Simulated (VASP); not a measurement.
Crystal: Zn3In4O.

```
CELL_PARAMETERS angstrom
3.39276 0.03390 0.03332
-1.66702 2.99517 -0.03531
0.15422 -0.09966 16.34952
ATOMIC_POSITIONS crystal
Zn 0.98187 0.97605 0.49502
Zn 0.64843 0.31665 0.23613
Zn 0.34454 0.66240 0.77180
In 0.33337 0.67557 0.36805
In 0.65647 0.32797 0.63035
In 0.67651 0.35450 0.90304
In 0.33566 0.67520 0.09661
O 0.02314 0.01166 0.99901
```

| Item | Value |
| --- | --- |
| Program | VASP 6.6.1 |
| Task | relaxation of cell and atoms |
| Functional | PBE |
| Potentials or basis | VASP PAW PBE potentials, release 64 (Zn, In_d, O) |
| Cutoff | 600 eV |
| k mesh | 6 × 6 × 2 |
| Occupations | gaussian, width 0.2 eV |
| Spin | no spin polarisation |

At the start: pressure -2.0 GPa; volume 20.88 Å³/atom.

Where does the relaxation end?

Over 12 steps the energy falls by 19.2 meV/atom and the volume is 20.11 Å³/atom (-3.7 %); space group P1 (No. 1, to 0.1 Å) before, Cm (No. 8, to 0.1 Å).

The path:
```
step  energy change (eV)  largest force (eV/Å)  pressure (GPa)  volume (Å³)
   1              0.0000                0.4646           -2.01       167.04
   2             -0.0899                0.3605            0.05       160.78
   3             -0.0935                0.3709            0.60       159.34
   4             -0.1174                0.3014            0.37       159.98
   5             -0.1379                0.1535           -0.06       161.31
   6             -0.1443                0.0994           -0.08       161.21
   7             -0.1474                0.1032           -0.14       161.07
   8             -0.1507                0.0715            0.13       160.24
   9             -0.1511                0.0501            0.32       159.72
  10             -0.1531                0.0371            0.03       160.70
  11             -0.1531                0.0386            0.02       160.72
  12             -0.1535                0.0174            0.02       160.87
```

Final structure:
```
Zn In O
1.0
     3.41938    0.00244    0.00082
    -1.70764    2.96174   -0.00022
     0.00681   -0.00104   15.87868
Zn In O
3 4 1
Cartesian
  1.6970 2.9364 7.9452
  1.6963 0.9842 3.6080
  0.0211 1.9830 12.2772
  -0.0159 1.9576 5.7825
  1.7000 0.9600 10.1036
  1.7262 1.0217 14.3796
  -0.0188 1.9835 1.5038
  0.0716 0.0256 15.8566
```
